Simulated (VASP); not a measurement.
A run of VASP 6.6.1:

The input INCAR:

```
  PREC = Accurate
  ENCUT = 520
  EDIFF = 1E-8
  ISMEAR = 0
  SIGMA = 0.15
  LREAL = False
  LASPH = True
  NELM = 60
  ALGO = Normal
  ISIF = 2
  LWAVE = False
  LCHARG = False
  GGA = PS
  IVDW = 12
  NBANDS = 22
  IBRION = 6
  NFREE = 2
  POTIM = 0.015
  NSW = 1
```

The input KPOINTS:

```
regular mesh
0
Gamma
  10 10 10
```

Contents of POSCAR:

```
GaSb3
1.0
    0.0000000000      3.5857729617      3.5857729617
    3.5857729617      0.0000000000      3.5857729617
    3.5857729617      3.5857729617      0.0000000000
Ga Sb
1 3
Direct
    0.0000000000      0.0000000000      0.0000000000
    0.2500000000      0.2500000000      0.2500000000
    0.7500000000      0.7500000000      0.7500000000
    0.5000000000      0.5000000000      0.5000000000
```

Potentials or basis: VASP PAW PBE potentials, release 64 (Ga_d, Sb).

Launch:

```bash
$ cat potpaw_PBE.64/Ga_d/POTCAR potpaw_PBE.64/Sb/POTCAR > POTCAR
$ mpirun -np 1 vasp_std > vasp.out
```

Hardware: 1 thread of Intel Xeon 8259CL, with other jobs on the host.

Q: Estimate the wall time of this run.

A: Wall time 24 min on 1 thread of Intel Xeon 8259CL (shared host), peak memory 0.65 GiB. Counts: scf iterations 59, k points 47.
